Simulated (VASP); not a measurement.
## Ge: single point with RPBE

The system is Ge.

```
CELL_PARAMETERS angstrom
0.00000 2.90844 2.90844
2.90844 0.00000 2.90844
2.90844 2.90844 0.00000
ATOMIC_POSITIONS crystal
Ge 0.75000 0.75000 0.75000
Ge 0.50000 0.50000 0.50000
```

```yaml
Program: VASP 6.6.1
Task: single point
Functional: RPBE
Potentials_or_basis: VASP PAW PBE potentials, release 64 (Ge_d)
Cutoff: 520 eV
k_mesh: 6 × 6 × 6
Occupations: tetrahedron
Spin: non-collinear spin, zero start, spin-orbit coupling
Starting_moments: "[[0.0, 0.0, 0.0], [0.0, 0.0, 0.0]] μB"
Dipole_correction: no
Further_INCAR_settings: ALGO = Normal; EDIFF = 1e-06; NBANDS = 40
```

```
Pressure                                              : -0.1 GPa
Net moment                                            : 0.00 μB per cell
Valence electrons inside the program's atomic spheres : Ge 12.34
```

Moments on the atoms (μB; x, y, z):
```
Ge  0.00 0.00 0.00
Ge  0.00 0.00 0.00
```

Wall time 120 s on 1 thread of Intel Xeon 8259CL (shared host), peak memory 0.32 GiB.

Caveat: the PAW data sets were made with another functional, which shifts forces and pressure a little.
